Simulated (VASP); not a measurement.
A run of VASP 6.6.1 is set up as follows.

The input INCAR:

```
SYSTEM = Cs3Hg
ALGO = Normal ; EDIFF = 1E-6
ENCUT = 520 ; GGA = PS
ISIF = 2 ; ISMEAR = -1
LASPH = .True. ; LCHARG = .False.
LREAL = .False. ; LWAVE = .False.
NBANDS = 28 ; NELM = 60
PREC = Accurate ; SIGMA = 0.05
```

KPOINTS

```
k-points
0
Gamma
  4 4 4
  0 0 0
```

POSCAR

```
Cs3Hg
1.0
    6.7835370000      0.0000000000      0.0000000000
    0.0000000000      6.7835370000      0.0000000000
    0.0000000000      0.0000000000      6.7835370000
Cs Hg
3 1
Direct
    0.0000000000      0.5000000000      0.5000000000
    0.5000000000      0.0000000000      0.5000000000
    0.5000000000      0.5000000000      0.0000000000
    0.0000000000      0.0000000000      0.0000000000
```

Potentials or basis: VASP PAW PBE potentials, release 64 (Cs_sv, Hg).

Command:

```console
$ cat potpaw_PBE.64/Cs_sv/POTCAR potpaw_PBE.64/Hg/POTCAR > POTCAR
$ mpirun -np 1 vasp_std > vasp.out
```

(1) Estimate the pressure.

## Answers

(1) -0.3 GPa.

Caveat: the PAW data sets were made with another functional, which shifts forces and pressure a little.
